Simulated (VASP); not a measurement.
Wanted: the native input for a VASP 6.6.1 run.

| Property | Result |
| --- | --- |
| Task | single point |
| Functional | PBE |
| Potentials or basis | VASP PAW PBE potentials, release 64 (Mg, Cd, Se) |
| Cutoff | 520 eV |
| k mesh | 8 × 8 × 8 |
| Occupations | gaussian, width 0.1 eV |
| Spin | no spin polarisation |
| Dipole correction | no |
| Further INCAR settings | ALGO = Normal; EDIFF = 1e-06; NBANDS = 31 |

The structure of Mg3CdSe4 lies in POSCAR:

```
Mg3CdSe4
1.0
    5.5805012000      0.0000000000      0.0000000000
    0.0000000000      5.5805012000      0.0000000000
    0.0000000000      0.0000000000      5.5805012000
Mg Cd Se
3 1 4
Direct
    0.5000000000      0.0000000000      0.0000000000
    0.0000000000      0.0000000000      0.5000000000
    0.0000000000      0.5000000000      0.0000000000
    0.5000000000      0.5000000000      0.5000000000
    0.0000000000      0.5000000000      0.5000000000
    0.5000000000      0.5000000000      0.0000000000
    0.0000000000      0.0000000000      0.0000000000
    0.5000000000      0.0000000000      0.5000000000
```

One way to write it, as run:

INCAR

```
SYSTEM = Mg3CdSe4
  PREC = Accurate
  ENCUT = 520
  EDIFF = 1E-6
  ISMEAR = 0
  SIGMA = 0.1
  LREAL = .FALSE.
  LASPH = .TRUE.
  NELM = 100
  ALGO = Normal
  ISIF = 2
  LWAVE = .FALSE.
  LCHARG = .TRUE.
  GGA = PE
  LELF = .TRUE.
  LVHAR = .TRUE.
  NBANDS = 31
```

KPOINTS

```
Automatic mesh
0
G
  8 8 8
  0 0 0
```

Potentials or basis: VASP PAW PBE potentials, release 64 (Mg, Cd, Se).

The run is started by

```bash
$ cat potpaw_PBE.64/Mg/POTCAR potpaw_PBE.64/Cd/POTCAR potpaw_PBE.64/Se/POTCAR > POTCAR
$ mpirun -np 1 vasp_std > vasp.out
```

It gave:

```yaml
Pressure: 0.0 GPa
Band_gap_on_the_k_mesh: zero (bands 21 and 22 overlap by 0.21 eV)
```

Caveat: semilocal functionals underestimate gaps, so a narrow gap can read as zero.

Run time: 98 s on 1 thread of Intel(R) Xeon(R) 6975P-C (Granite Rapids) (shared host), peak memory 0.37 GiB.
